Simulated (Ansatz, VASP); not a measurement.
## Mg in VASP and in Ansatz

INCAR

```
SYSTEM = Mg
  PREC = Accurate
  ENCUT = 520
  EDIFF = 1E-6
  ISMEAR = 0
  SIGMA = 0.15
  LREAL = .FALSE.
  LASPH = .TRUE.
  NELM = 80
  ALGO = Normal
  ISIF = 2
  LWAVE = .FALSE.
  LCHARG = .FALSE.
  GGA = PE
  NBANDS = 7
```

The input KPOINTS:

```
Automatic mesh
0
G
  18 18 18
  0 0 0
```

Contents of POSCAR:

```
Mg
1.0
   -1.7499000000      1.7499000000      1.6366500000
    1.7499000000     -1.7499000000      1.6366500000
    1.7499000000      1.7499000000     -1.6366500000
Mg
1
Direct
    0.0000000000      0.0000000000      0.0000000000
```

Input for Ansatz:

```yaml
crystal:
  lattice:
    - [-1.7499, 1.7499, 1.63665]
    - [1.7499, -1.7499, 1.63665]
    - [1.7499, 1.7499, -1.63665]
  atoms:
    - { symbol: Mg, position: [0.0, 0.0, 0.0] }
basis:
  ecutwfc: 520.0
kpoints:
  mp_grid: { grid: [18, 18, 18] }
hamiltonian:
  xc: pbe
  pseudopotentials: { kind: paw }
scf:
  occupations: { method: gaussian, width: 0.15 }
output:
  forces: true
  stress: true
  eigenvalues: true
```

Alike in both runs: task single point; functional PBE; k mesh 18 × 18 × 18; occupations gaussian, width 0.15 eV; no spin polarisation.

|  | VASP | Ansatz |
| --- | --- | --- |
| version | VASP 6.6.1 | Ansatz 0.2.0 |
| potentials or method | VASP PAW PBE potentials, release 64 (Mg), cutoff 520 eV | scalar-relativistic, plane waves, PAW |
| valence electrons in the cell | 2 | 10 |

VASP gave:

* gap on the k mesh at the Fermi level (eV): none
* pressure (GPa): 6.1
* traceless stress, the component that is largest in VASP (GPa): 0.48

Problem. What did Ansatz give for the same quantities?

Solution. gap on the k mesh at the Fermi level (eV): none; pressure (GPa): 6.2; traceless stress, the component that is largest in VASP (GPa): 0.48.

A gap of «none» marks a metal or a gap that the smearing closes. VASP's potentials hold 2 valence electrons a cell and Ansatz's 10, so a difference there can come from the potentials and not from the codes.
